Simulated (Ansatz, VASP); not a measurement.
Sc: VASP beside Ansatz

```
Sc
1.0
     3.28719    0.00000    0.00000
    -1.64359    2.84679    0.00000
     0.00000    0.00000    5.33383
Sc
2
Direct
  0.33333 0.66667 0.25000
  0.66667 0.33333 0.75000
```

Alike in both runs: functional r2SCAN; k mesh 11 × 11 × 6; occupations fermi-dirac, width 0.05 eV; collinear spin.

Ansatz relaxed the structure, and its values are those at the end. VASP's run is a single point on that final structure, the one shown.

```csv
,VASP,Ansatz
version,VASP 6.6.1,Ansatz 0.2.0
potentials or method,"VASP PAW PBE potentials, release 64 (Sc_sv), cutoff 520 eV","plane waves (500 eV) with PAW, scalar-relativistic"
valence electrons in the cell,22,22
```

```tsv
	VASP	Ansatz	Ansatz less VASP
pressure (GPa)	0.2	0.0	-0.21
net moment per atom (μB)	0.68	0.68	+0.002
size of the moment on the site where the two differ most (μB)	0.38	0.45	+0.072
```

VASP's potentials were made for PBE, not for r2SCAN. Site moments also hang on the region over which each program counts them.
